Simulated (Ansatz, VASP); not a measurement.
**Two plane-wave programs on Mo**

INCAR

```
PREC     = Accurate       # precision mode
ENCUT    = 520            # plane-wave cutoff, eV
EDIFF    = 1E-6           # SCF threshold, eV
ISMEAR   = 0              # smearing method
SIGMA    = 0.1            # smearing width, eV
LREAL    = False          # projectors in reciprocal space
LASPH    = True           # aspherical terms in the spheres
NELM     = 60             # most SCF steps
ALGO     = Fast           # electronic algorithm
ISIF     = 2              # what is computed and relaxed
LWAVE    = False          # write WAVECAR
LCHARG   = False          # write CHGCAR
GGA      = PE             # functional
NBANDS   = 13             # bands
```

The input KPOINTS:

```
regular mesh
0
Gamma
  24 24 24
```

File POSCAR:

```
Mo
1.0
   -1.5804252937      1.5804252937      1.5804252937
    1.5804252937     -1.5804252937      1.5804252937
    1.5804252937      1.5804252937     -1.5804252937
Mo
1
Direct
    0.0000000000      0.0000000000      0.0000000000
```

Input for Ansatz:

```yaml
crystal:
  lattice:
    - [-1.5804252937, 1.5804252937, 1.5804252937]
    - [1.5804252937, -1.5804252937, 1.5804252937]
    - [1.5804252937, 1.5804252937, -1.5804252937]
  atoms:
    - { symbol: Mo, position: [0.0, 0.0, 0.0] }
basis:
  ecutwfc: 420
kpoints:
  mp_grid: { grid: [24, 24, 24] }
  band_path:
    path:
      - [[0.0, 0.0, 0.0], [0.5, -0.5, 0.5], [0.0, 0.0, 0.5], [0.0, 0.0, 0.0], [0.25, 0.25, 0.25], [0.5, -0.5, 0.5]]
      - [[0.25, 0.25, 0.25], [0.0, 0.0, 0.5]]
    npoints: 14
hamiltonian:
  xc: pbe
scf:
  occupations: { method: gaussian, width: 0.1 }
  n_extra_bands: 6
output:
  forces: true
  stress: true
  eigenvalues: true
  populations: true
  dos: { projected: true, de: 0.02, nscf_kmesh: { grid: [29, 29, 29] } }
  bader: true
  write_density: true
  write_potential: true
  elf: true
  volumetric_format: npy
```

Alike in both runs: task single point; functional PBE; k mesh 24 × 24 × 24; occupations gaussian, width 0.1 eV; no spin polarisation.

|  | VASP | Ansatz |
| --- | --- | --- |
| version | VASP 6.6.1 | Ansatz 0.2.0 |
| potentials or method | VASP PAW PBE potentials, release 64 (Mo_sv), cutoff 520 eV | scalar-relativistic, plane waves, PAW |
| valence electrons in the cell | 14 | 14 |

|  | VASP | Ansatz | Ansatz less VASP |
| --- | --- | --- | --- |
| gap on the k mesh at the Fermi level (eV) | none | none | - |
| pressure (GPa) | 0.6 | 0.0 | -0.56 |

A gap of «none» marks a metal or a gap that the smearing closes. The functional is the same, so the differences come from potentials, cutoffs and numerics.
